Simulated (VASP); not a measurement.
Wanted: the native input for a VASP 6.6.1 run.

- Task: single point
- Functional: PBE
- Potentials or basis: VASP PAW PBE potentials, release 64 (Pt)
- Cutoff: 520 eV
- k mesh: 20 × 20 × 20
- Occupations: gaussian, width 0.15 eV
- Spin: no spin polarisation
- Dipole correction: no
- Further INCAR settings: ALGO = Fast; EDIFF = 1e-06; NBANDS = 11

The structure of Pt lies in POSCAR:

```
Pt
1.0
    0.0000000000      1.8600050000      2.0068475000
    1.8600050000      0.0000000000      2.0068475000
    1.8600050000      1.8600050000      0.0000000000
Pt
1
Direct
    0.0000000000      0.0000000000      0.0000000000
```

This cell differs from its parent crystal: strain -0.050 along x and y, +0.025 along z.

The input as run:

INCAR

```
PREC     = Accurate       # precision mode
ENCUT    = 520            # plane-wave cutoff, eV
EDIFF    = 1E-6           # SCF threshold, eV
ISMEAR   = 0              # smearing method
SIGMA    = 0.15           # smearing width, eV
LREAL    = F              # projectors in reciprocal space
LASPH    = T              # aspherical terms in the spheres
NELM     = 60             # most SCF steps
ALGO     = Fast           # electronic algorithm
ISIF     = 2              # what is computed and relaxed
LWAVE    = F              # write WAVECAR
LCHARG   = F              # write CHGCAR
GGA      = PE             # functional
NBANDS   = 11             # bands
```

KPOINTS

```
regular mesh
0
Gamma
  20 20 20
```

Potentials or basis: VASP PAW PBE potentials, release 64 (Pt).

Command:

```bash
$ cat potpaw_PBE.64/Pt/POTCAR > POTCAR
$ mpirun -np 1 vasp_std > vasp.out
```

Results of the run:

The pressure is 41.3 GPa and the band gap on the k mesh is zero (bands 5 and 6 overlap by 3.00 eV).

Caveat: the cell differs from its parent crystal (strain -0.050 along x and y, +0.025 along z); the cell stands under pressure; spin-orbit coupling is left out, which moves the levels of the heavy elements.

It took 100 s on 1 thread of Intel Xeon 8259CL, on a shared host, peak memory 0.21 GiB.
